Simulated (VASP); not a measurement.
# Cu3O (P4/mmm) in VASP: further runs

The runs below take Cu3O through single point, with PBE.

Program: VASP 6.6.1. These are calculated values, not measurements. Logs are shortened: lines on timing, memory, paths and dates and some standing lists are left out, and cuts for length are marked.

## Step 1: The cell of the first run

Symmetry: P4/mmm, No. 123, tetragonal system. Conventional cell: a = 3.539 Å, b = 3.539 Å, c = 3.503 Å, α = 90.00°, β = 90.00°, γ = 90.00°. Cu (site symmetry mmm) has 8 Cu at 2.49 to 2.50 Å and 4 O at 2.49 Å within 3.3 Å. Cu (site symmetry 4/mmm) has 8 Cu at 2.49 Å and 4 O at 2.50 Å within 3.3 Å. O (site symmetry 4/mmm) has 12 Cu at 2.49 to 2.50 Å within 3.3 Å.

## Step 2: Single point, PBE, collinear spin

INCAR reads:

```
PREC     = Accurate       # precision mode
ENCUT    = 520            # plane-wave cutoff, eV
EDIFF    = 1E-6           # SCF threshold, eV
ISMEAR   = 0              # smearing method
SIGMA    = 0.1            # smearing width, eV
LREAL    = False          # projectors in reciprocal space
LASPH    = True           # aspherical terms in the spheres
NELM     = 150            # most SCF steps
ALGO     = Normal         # electronic algorithm
ISIF     = 2              # what is computed and relaxed
LWAVE    = False          # write WAVECAR
LCHARG   = True           # write CHGCAR
ISPIN    = 2              # spin polarisation
MAGMOM   = 1 1 1 0        # initial moments
LORBIT   = 11             # projections on sites
LMAXMIX  = 4              # l up to which the mixer works
GGA      = PE             # functional
LELF     = True           # ELF
LVHAR    = True         
NBANDS   = 32             # bands
```

KPOINTS reads:

```
regular mesh
0
Gamma
  6 6 6
```

POSCAR reads:

```
Cu3O
1.0
    3.5388856662      0.0000000000      0.0000000000
    0.0000000000      3.5388856662      0.0000000000
    0.0000000000      0.0000000000      3.5025108609
Cu O
3 1
Direct
    0.0000000000      0.5000000000      0.5000000000
    0.5000000000      0.0000000000      0.5000000000
    0.5000000000      0.5000000000      0.0000000000
    0.0000000000      0.0000000000      0.0000000000
```

Potentials or basis: VASP PAW PBE potentials, release 64 (Cu, O).

On the command line:

```
$ cat potpaw_PBE.64/Cu/POTCAR potpaw_PBE.64/O/POTCAR > POTCAR
$ mpirun -np 1 vasp_std > vasp.out
```

OUTCAR:

```text
PREC = Accurate
   ENCUT = 520
   EDIFF = 1E-6
   ISMEAR = 0
   LREAL = False
   LASPH = True
   NELM = 150
   ISIF = 2
   ISPIN = 2
   LORBIT = 11
   GGA = PE

 ion  position               nearest neighbor table
   1  0.000  0.500  0.500-   3 2.49   3 2.49   3 2.49   3 2.49   2 2.50   2 2.50   2 2.50   2 2.50

   2  0.500  0.000  0.500-   3 2.49   3 2.49   3 2.49   3 2.49   1 2.50   1 2.50   1 2.50   1 2.50

   3  0.500  0.500  0.000-   1 2.49   2 2.49   1 2.49   2 2.49   2 2.49   2 2.49   1 2.49   1 2.49

   4  0.000  0.000  0.000-

  LATTYP: Found a simple tetragonal cell.
 ALAT       =     3.5388856662
 C/A-ratio  =     0.9897213957

  Lattice vectors:

 A1 = (   3.5388856662,   0.0000000000,   0.0000000000)
 A2 = (   0.0000000000,   3.5388856662,   0.0000000000)
 A3 = (   0.0000000000,   0.0000000000,   3.5025108609)

Analysis of symmetry for initial positions (statically):
=====================================================================
 Subroutine PRICEL returns:
 Original cell was already a primitive cell.

 Routine SETGRP: Setting up the symmetry group for a
 simple tetragonal supercell.

 Subroutine GETGRP returns: Found 16 space group operations
 (whereof 16 operations were pure point group operations)
 out of a pool of 16 trial point group operations.

The static configuration has the point symmetry D_4h.

Analysis of symmetry for dynamics (positions and initial velocities):
=====================================================================
 Subroutine PRICEL returns:
 Original cell was already a primitive cell.

 Routine SETGRP: Setting up the symmetry group for a
 simple tetragonal supercell.

 Subroutine GETGRP returns: Found 16 space group operations
 (whereof 16 operations were pure point group operations)
 out of a pool of 16 trial point group operations.

The dynamic configuration has the point symmetry D_4h.

Analysis of structural, dynamic, and magnetic symmetry:
=====================================================================
 Subroutine PRICEL returns:
 Original cell was already a primitive cell.

 Routine SETGRP: Setting up the symmetry group for a
 simple tetragonal supercell.
[... 131 lines left out ...]
  Fermi-wavevector in a.u.,A,eV,Ry     =   1.574196  2.974799 33.716510  2.478094
  Thomas-Fermi vector in A             =   2.675367
   LORBIT       =     11    0 simple, 1 ext, 2 COOP (PROOUT), +10 PAW based schemes
   GGA     = PE    functional components
   LHFCALC =     F    Hartree Fock is set to
   AEXX    =    0.0000 exact exchange contribution
   IVDW    =     0    specifies the selected vdW correction
   LEPSILON=     F    determine dielectric tensor
   LRPA    =     F    only Hartree local field effects (RPA)
 spin polarized calculation
 Gauss-broadening in eV      SIGMA  =   0.10
  energy-cutoff  :      520.00
  volume of cell :       43.86
 maximum number of plane-waves:      1205
 NGX is ok and might be reduce to    28
   NGX = 13   NGY = 13   NGZ = 13

 number of electron      39.0000009 magnetization      -0.0016839

 number of electron      39.0000009 magnetization       0.0004117

 Free energy of the ion-electron system (eV)
  ---------------------------------------------------
  ext. energy  EPLUGINS =         0.00000000
  ---------------------------------------------------
  free energy    TOTEN  =       -15.21248637 eV

  energy without entropy =      -15.19931291  energy(sigma->0) =      -15.20589964

 E-fermi :   6.2630     XC(G=0): -12.4471

 val. band max:        6.2429659516   @ k =   0.5000   0.3333   0.0000
 cond. band min:       6.2754683021   @ k =   0.5000   0.0000   0.3333
 fundamental gap:      0.0325023506
 Fermi energy:         6.2629838007

 spin component 1

 k-point     1 :       0.0000    0.0000    0.0000
  band No.  band energies     occupation
      1     -11.6528      1.00000
      2      -0.1392      1.00000
      3       2.9304      1.00000
      4       2.9304      1.00000
      5       2.9356      1.00000
      6       2.9882      1.00000
[... 805 lines left out ...]
     30      25.0012      0.00000
     31      25.8095      0.00000

 [... further k-points ...]

 spin component 2

 k-point     1 :       0.0000    0.0000    0.0000
  band No.  band energies     occupation
      1     -11.6525      1.00000
      2      -0.1391      1.00000
      3       2.9305      1.00000
      4       2.9305      1.00000
      5       2.9357      1.00000
      6       2.9884      1.00000
[... 805 lines left out ...]
     30      25.0013      0.00000
     31      25.8095      0.00000

 [... further k-points ...]

 [bands above 31 left out]

------------------------ aborting loop because EDIFF is reached ----------------------------------------

  FORCE on cell =-STRESS in cart. coord.  units (eV):
  Direction    XX          YY          ZZ          XY          YZ          ZX
  --------------------------------------------------------------------------------------
  -------------------------------------------------------------------------------------
  Total        0.6872317      0.6872317      0.6712586      0.0000000      0.0000000      0.0000000
  in kB       25.1015902     25.1015902     24.5181614      0.0000000      0.0000000      0.0000000
  external PRESSURE =      24.9071139 kB  Pullay stress =       0.0000000 kB

 VOLUME and BASIS-vectors are now :
 -----------------------------------------------------------------------------
  energy-cutoff  :      520.00
  volume of cell :       43.86
      direct lattice vectors                 reciprocal lattice vectors
     3.538885666  0.000000000  0.000000000     0.282574826  0.000000000  0.000000000
     0.000000000  3.538885666  0.000000000     0.000000000  0.282574826  0.000000000
     0.000000000  0.000000000  3.502510861     0.000000000  0.000000000  0.285509464

 POSITION                                       TOTAL-FORCE (eV/Angst)
 -----------------------------------------------------------------------------------
      0.00000      1.76944      1.75126         0.000000      0.000000      0.000000
      1.76944      0.00000      1.75126         0.000000      0.000000      0.000000
      1.76944      1.76944      0.00000         0.000000      0.000000      0.000000
      0.00000      0.00000      0.00000         0.000000      0.000000      0.000000
 -----------------------------------------------------------------------------------
    total drift:                                0.000000      0.000000      0.000000

  FREE ENERGIE OF THE ION-ELECTRON SYSTEM (eV)
  ---------------------------------------------------
  free  energy   TOTEN  =       -15.2124863652 eV

  energy  without entropy=      -15.1993129060  energy(sigma->0) =      -15.20589964

 total charge

# of ion       s       p       d       tot
------------------------------------------
    1        0.393   0.305   9.245   9.942
    2        0.393   0.305   9.245   9.942
    3        0.398   0.306   9.247   9.951
    4        1.620   3.152   0.000   4.772
--------------------------------------------------
tot          2.803   4.068  27.737  34.608

 magnetization (x)

# of ion       s       p       d       tot
------------------------------------------
    1        0.000   0.000   0.000   0.000
    2        0.000   0.000   0.000   0.000
    3        0.000   0.000   0.000   0.000
    4        0.000   0.000   0.000   0.000
--------------------------------------------------
tot          0.000   0.000   0.000   0.000
```

stdout:

```text
POSCAR found type information on POSCAR CuO
 POSCAR found :  2 types and       4 ions
 scaLAPACK will be used
 LDA part: xc-table for (Slater+PW92), standard interpolation
 POSCAR, INCAR and KPOINTS ok, starting setup
 FFT: planning ... GRIDC
 FFT: planning ... GRID_SOFT
 FFT: planning ... GRID
 WAVECAR not read
 entering main loop
```

It took 73 s on 1 thread of AMD EPYC 9R14 (Zen 4), shared host; peak memory 0.19 GiB.

What came out:

```
Free energy                                           : -15.2125 eV
Pressure                                              : 2.5 GPa
Net moment                                            : 0.00 μB per cell
Valence electrons inside the program's atomic spheres : Cu 9.94, 9.95 (each value once); O 4.77
```

## Step 3: Single point, PBE

This run uses another cell than the first one, of 11.13 Å³/atom.

INCAR reads:

```
PREC = Accurate
ENCUT = 520
EDIFF = 1E-6
ISMEAR = 0
SIGMA = 0.1
LREAL = F
LASPH = T
NELM = 80
ALGO = Normal
ISIF = 2
LWAVE = F
LCHARG = F
GGA = PE
NBANDS = 28
```

KPOINTS reads:

```
regular mesh
0
Gamma
  14 14 14
```

POSCAR reads:

```
Cu3O
1.0
    3.5496425678      0.0000000000      0.0000000000
    0.0000000000      3.5496425678      0.0000000000
    0.0000000000      0.0000000000      3.5326676288
Cu O
3 1
Direct
    0.0000000000      0.5000000000      0.5000000000
    0.5000000000      0.0000000000      0.5000000000
    0.5000000000      0.5000000000      0.0000000000
    0.0000000000      0.0000000000      0.0000000000
```

Potentials or basis: VASP PAW PBE potentials, release 64 (Cu, O).

On the command line:

```
$ cat potpaw_PBE.64/Cu/POTCAR potpaw_PBE.64/O/POTCAR > POTCAR
$ mpirun -np 1 vasp_std > vasp.out
```

It took 3.4 min on 1 thread of AMD EPYC 9R14 (Zen 4), shared host; peak memory 0.34 GiB.

It converged, with:

```
Free energy            : -15.2355 eV
Pressure               : 0.4 GPa
Band gap on the k mesh : zero (an odd number of electrons rules out a gap without spin polarisation)
```

Levels at points of the mesh, in eV from the Fermi level:
| k point | band 16 | band 17 | band 18 | band 19 | band 20 | band 21 | band 22 | band 23 | band 24 | band 25 |
| --- | --- | --- | --- | --- | --- | --- | --- | --- | --- | --- |
| (0.00, 0.00, 0.00) | -1.15 | -0.66 | -0.62 | -0.61 | -0.61 | 5.86 | 5.86 | 5.93 | 7.85 | 7.94 |
| (0.50, 0.00, 0.00) | -1.25 | -1.07 | -0.61 | -0.58 | -0.57 | 1.27 | 6.69 | 6.79 | 8.86 | 10.70 |
| (0.50, 0.50, 0.00) | -1.17 | -1.02 | -0.68 | -0.68 | -0.20 | 3.35 | 3.89 | 3.89 | 10.44 | 10.44 |
| (0.00, 0.00, 0.50) | -1.24 | -1.08 | -0.62 | -0.56 | -0.56 | 1.29 | 6.73 | 6.73 | 8.82 | 10.66 |
| (0.50, 0.00, 0.50) | -1.17 | -1.00 | -0.68 | -0.67 | -0.20 | 3.30 | 3.89 | 3.93 | 10.37 | 10.37 |
| (0.50, 0.50, 0.50) | -1.21 | -0.72 | -0.72 | -0.71 | -0.50 | 4.31 | 4.31 | 4.32 | 6.33 | 6.33 |

Caveat: an odd number of electrons without spin polarisation forces a metal; a magnetic or distorted state may lie lower.
